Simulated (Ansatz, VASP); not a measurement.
# ZnS: VASP beside Ansatz

INCAR

```
SYSTEM = ZnS
  PREC = Accurate
  ENCUT = 520
  EDIFF = 1E-6
  ISMEAR = -1
  SIGMA = 0.05
  LREAL = .False.
  LASPH = .True.
  NELM = 100
  ALGO = Normal
  ISIF = 2
  LWAVE = .False.
  LCHARG = .False.
  GGA = RP
  NBANDS = 46
```

File KPOINTS:

```
Automatic mesh
0
Gamma
  8 8 3
  0 0 0
```

File POSCAR:

```
ZnS
1.0
    3.8480166318      0.0000000000      0.0000000000
   -1.9240083159      3.3324801573      0.0000000000
    0.0000000000      0.0000000000     12.6029163237
Zn S
4 4
Direct
    0.6666666667      0.3333333333      0.7500000000
    0.3333333333      0.6666666667      0.2500000000
    0.0000000000      0.0000000000      0.5000000000
    0.0000000000      0.0000000000      0.0000000000
    0.6666666667      0.3333333333      0.9375000000
    0.3333333333      0.6666666667      0.4375000000
    0.0000000000      0.0000000000      0.6875000000
    0.0000000000      0.0000000000      0.1875000000
```

The input input.yaml:

```yaml
crystal:
  lattice:
    - [3.8480166318, 0.0, 0.0]
    - [-1.9240083159, 3.3324801573, 0.0]
    - [0.0, 0.0, 12.6029163237]
  atoms:
    - { symbol: Zn, position: [0.6666666667, 0.3333333333, 0.75] }
    - { symbol: Zn, position: [0.3333333333, 0.6666666667, 0.25] }
    - { symbol: Zn, position: [0.0, 0.0, 0.5] }
    - { symbol: Zn, position: [0.0, 0.0, 0.0] }
    - { symbol: S, position: [0.6666666667, 0.3333333333, 0.9375] }
    - { symbol: S, position: [0.3333333333, 0.6666666667, 0.4375] }
    - { symbol: S, position: [0.0, 0.0, 0.6875] }
    - { symbol: S, position: [0.0, 0.0, 0.1875] }
hamiltonian:
  xc: rpbe
  pseudopotentials: { kind: paw }
kpoints:
  mp_grid: { grid: [8, 8, 3] }
scf:
  occupations: { method: fermi_dirac, width: 0.05 }
output:
  forces: true
  stress: true
  eigenvalues: true
  write_density: true
  write_potential: true
  elf: true
  volumetric_format: npy
```

Alike in both runs: task single point; functional RPBE; k mesh 8 × 8 × 3; occupations fermi-dirac, width 0.05 eV; no spin polarisation.

|  | VASP | Ansatz |
| --- | --- | --- |
| version | VASP 6.6.1 | Ansatz 0.2.0 |
| potentials or method | VASP PAW PBE potentials, release 64 (Zn, S) | Ansatz PAW |
| plane-wave cutoff (eV) | 520 | 420 |
| valence electrons in the cell | 72 | 72 |

```csv
,VASP,Ansatz,Ansatz less VASP
gap on the k mesh at the Fermi level (eV),2.21,2.21,+0.001
least direct gap on the mesh (eV),2.21,2.21,+0.001
pressure (GPa),2.5,2.4,-0.14
"traceless stress, the component that is largest in VASP (GPa)",-0.10,-0.10,-0.006
rms of the force components (eV/Å),0.013,0.013,-0.0002
```

VASP's potentials were made for PBE, not for RPBE. Atom by atom the forces differ by 0.000 eV/Å (rms over components).

Noted on Ansatz's run: odd divisions of the mesh miss points on the zone boundary, where band edges often lie, so the gap on the mesh can be too wide.
